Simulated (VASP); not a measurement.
Runs of VASP 6.6.1 on KF. The structure is that of space group Fm-3m (No. 225), or close to it. The cells are those of the table. 

```tsv
cell	gap on the mesh (eV)	pressure (GPa)
a = 3.631 Å, angles 60.0°, 2 atoms	(c)	(b)
a = 3.697 Å, angles 60.0°, 2 atoms	6.52	4.2
a = 3.882 Å, angles 60.0°, 2 atoms	5.76	(a)
a = 3.760 Å, angles 60.0°, 2 atoms	6.24	2.0
a = 3.822 Å, angles 60.0°, 2 atoms	5.99	0.3
```

Alike in all rows: task single point; level PBE; potentials or basis VASP PAW PBE potentials, release 64 (K_sv, F); no spin polarisation; k mesh 4 × 4 × 4; cutoff (eV) 520; smearing gaussian 0.01 eV.

Task: Estimate the missing entries.

Result: (a) -1.0; (b) 7.2; (c) 6.84.

Caveats: all runs use coarse meshes.

